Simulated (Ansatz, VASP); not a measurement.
**Two plane-wave programs on Sn3TeW**

```xyz
5
Lattice="5.9833 0.0000 0.0000 -2.9917 5.1817 0.0000 0.0000 0.0000 5.2640" Properties=species:S:1:pos:R:3 pbc="T T T"
Sn    2.9917    0.0000    2.6320
Sn   -1.4958    2.5909    2.6320
Sn    1.4958    2.5909    2.6320
Te    0.0000    0.0000    0.0000
W     0.0000    0.0000    2.6320
```

Alike in both runs: task relaxation of cell and atoms; functional PBE; k mesh 3 × 3 × 4; occupations gaussian, width 0.1 eV; no spin polarisation.

```csv
,VASP,Ansatz
version,VASP 6.6.1,Ansatz 0.2.0
potentials or method,"VASP PAW PBE potentials, release 64 (Sn_d, Te, W_sv), cutoff 600 eV","scalar-relativistic, plane waves, PAW"
valence electrons in the cell,62,72
```

|  | VASP | Ansatz | Ansatz less VASP |
| --- | --- | --- | --- |
| gap on the k mesh at the Fermi level, each at its own relaxed structure (eV) | none | none | - |
| relaxed volume (Å³/atom) | 32.72 | 32.75 | +0.024 |
| relaxed cell length with the largest relative difference (Å) | 5.919 | 5.922 | +0.0031 |

A gap of «none» marks a metal or a gap that the smearing closes. VASP's potentials hold 62 valence electrons a cell and Ansatz's 72, so a difference there can come from the potentials and not from the codes.

The k mesh is coarse, so the values compare programs but aren't converged. Neither program's run includes spin-orbit coupling.
